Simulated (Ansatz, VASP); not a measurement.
## P in VASP and in Ansatz

INCAR

```
SYSTEM = P
  PREC = Accurate
  ENCUT = 600
  EDIFF = 1E-7
  ISMEAR = 0
  SIGMA = 0.1
  LREAL = .FALSE.
  LASPH = .TRUE.
  NELM = 60
  ALGO = Normal
  ISIF = 3
  LWAVE = .FALSE.
  LCHARG = .FALSE.
  GGA = PE
  IBRION = 2
  NSW = 100
  EDIFFG = -0.01
```

The input KPOINTS:

```
Automatic mesh
0
G
  6 6 16
  0 0 0
```

The input POSCAR:

```
P
1.0
    6.1774038333      0.0000000000      0.0000000000
    0.0000000000      6.1774038333      0.0000000000
    0.0000000000      0.0000000000      2.4879814750
P
6
Direct
    0.5000000000      0.5000000000      0.0000000000
    0.0000000000      0.0000000000      0.0000000000
    0.8707148643      0.6292851357      0.0000000000
    0.1292851357      0.3707148643      0.0000000000
    0.6292851357      0.1292851357      0.0000000000
    0.3707148643      0.8707148643      0.0000000000
```

Input for Ansatz:

```yaml
crystal:
  lattice:
    - [6.1774038333, 0.0, 0.0]
    - [0.0, 6.1774038333, 0.0]
    - [0.0, 0.0, 2.487981475]
  atoms:
    - { symbol: P, position: [0.5, 0.5, 0.0] }
    - { symbol: P, position: [0.0, 0.0, 0.0] }
    - { symbol: P, position: [0.8707148643, 0.6292851357, 0.0] }
    - { symbol: P, position: [0.1292851357, 0.3707148643, 0.0] }
    - { symbol: P, position: [0.6292851357, 0.1292851357, 0.0] }
    - { symbol: P, position: [0.3707148643, 0.8707148643, 0.0] }
basis:
  ecutwfc: 420
kpoints:
  mp_grid: { grid: [6, 6, 16] }
hamiltonian:
  xc: pbe
scf:
  occupations: { method: gaussian, width: 0.1 }
output:
  forces: true
  stress: true
  eigenvalues: true
  write_density: true
  write_potential: true
  elf: true
  volumetric_format: npy
relax:
  adjacent_minimum: "off"
  f_tol: 0.01
  max_steps: 80
  cell: { stress_tol: 0.05 }
```

Alike in both runs: task relaxation of cell and atoms; functional PBE; k mesh 6 × 6 × 16; occupations gaussian, width 0.1 eV; no spin polarisation.

|  | VASP | Ansatz |
| --- | --- | --- |
| version | VASP 6.6.1 | Ansatz 0.2.0 |
| potentials or method | VASP PAW PBE potentials, release 64 (P), cutoff 600 eV | scalar-relativistic, plane waves, PAW |
| valence electrons in the cell | 30 | 30 |

```csv
,VASP,Ansatz,Ansatz less VASP
"gap on the k mesh at the Fermi level, each at its own relaxed structure (eV)",none,none,-
relaxed volume (Å³/atom),15.63,15.66,+0.033
relaxed cell length with the largest relative difference (Å),6.189,6.193,+0.0045
```

A gap of «none» marks a metal or a gap that the smearing closes.
